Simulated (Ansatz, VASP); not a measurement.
**One calculation of C, two programs**

```
C
1.0
     0.00000    1.60506    1.78340
     1.60506    0.00000    1.78340
     1.60506    1.60506    0.00000
C
2
Direct
  0.50000 0.50000 0.50000
  0.75000 0.75000 0.75000
```

Change from the starting cell: strain -0.1000 x Voigt [1, 1, 0, 0, 0, 0], atoms carried along.

Alike in both runs: task single point; functional LDA; k mesh 12 × 12 × 12; occupations gaussian, width 0.05 eV; no spin polarisation.

|  | VASP | Ansatz |
| --- | --- | --- |
| version | VASP 6.6.1 | Ansatz 0.2.0 |
| potentials or method | VASP PAW LDA potentials, release 64 (C), cutoff 520 eV | scalar-relativistic, plane waves, PAW |
| valence electrons in the cell | 8 | 8 |

Ansatz gave:

| Property | Result |
| --- | --- |
| gap on the k mesh at the Fermi level (eV) | 3.16 |
| least direct gap on the mesh (eV) | 5.11 |
| pressure (GPa) | 116.8 |
| traceless stress, the component that is largest in VASP (GPa) | -89.10 |

Task: What did VASP give for the same quantities?

Result: gap on the k mesh at the Fermi level (eV): 3.14; least direct gap on the mesh (eV): 5.11; pressure (GPa): 119.4; traceless stress, the component that is largest in VASP (GPa): -88.88.

LDA's correlation is that of Perdew and Zunger in VASP and of Perdew and Wang (1992) in Ansatz. Both programs put the cell under a high pressure, so it lies far from rest at this level.

Noted on VASP's run: the cell as given lies far from equilibrium.
